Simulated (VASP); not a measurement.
Wanted: the native input for a VASP 6.6.1 run.

| Property | Result |
| --- | --- |
| Task | single point |
| Functional | r2SCAN |
| Potentials or basis | VASP PAW PBE potentials, release 64 (Ca_sv, O) |
| Cutoff | 520 eV |
| k mesh | 8 × 8 × 8 |
| Occupations | gaussian, width 0.01 eV |
| Spin | no spin polarisation |
| Dipole correction | no |
| Further INCAR settings | ALGO = Normal; EDIFF = 1e-07; NBANDS = 15 |

CaO:

```
Ca O
1.0
     2.35512    2.35512    0.00000
    -2.35512    2.35512    0.00000
     0.00000    2.35512    2.35512
Ca O
1 1
Direct
  0.00000 0.00000 0.00000
  0.50000 0.50000 0.00000
```

These files were run (other wordings do the same):

POSCAR

```
CaO
1.0
    2.3551214364      2.3551214364      0.0000000000
   -2.3551214364      2.3551214364      0.0000000000
    0.0000000000      2.3551214364      2.3551214364
Ca O
1 1
Direct
    0.0000000000      0.0000000000      0.0000000000
    0.5000000000      0.5000000000      0.0000000000
```

INCAR.step1

```
ALGO = Normal
EDIFF = 1E-4
ENCUT = 520
GGA = PE
ISMEAR = 0
LASPH = T
LCHARG = F
LREAL = F
LWAVE = T
NBANDS = 15
NELM = 60
PREC = Accurate
SIGMA = 0.01
```

INCAR.step2

```
ALGO = Normal
EDIFF = 1E-7
ENCUT = 520
ISIF = 2
ISMEAR = 0
ISTART = 1
LASPH = T
LCHARG = F
LMIXTAU = T
LREAL = F
LWAVE = F
METAGGA = R2SCAN
NBANDS = 15
NELM = 60
PREC = Accurate
SIGMA = 0.01
```

KPOINTS

```
k-points
0
Gamma
  8 8 8
```

Potentials or basis: VASP PAW PBE potentials, release 64 (Ca_sv, O).

Launch:

```console
$ cat potpaw_PBE.64/Ca_sv/POTCAR potpaw_PBE.64/O/POTCAR > POTCAR
$ cp INCAR.step1 INCAR
$ mpirun -np 1 vasp_std > vasp.out
$ cp INCAR.step2 INCAR
$ mpirun -np 1 vasp_std > vasp.out
```

Results of the run:

```yaml
Pressure: 8.4 GPa
Band_gap_on_the_k_mesh: 4.16 eV, indirect (least direct gap 4.52 eV)
```

Caveat: the PAW data sets were made with another functional, which shifts forces and pressure a little.

Wall time 76 s on 1 thread of Intel(R) Xeon(R) Platinum 8259CL CPU @ 2.50GHz (Skylake/Cascade Lake), on a shared host, peak memory 0.17 GiB.
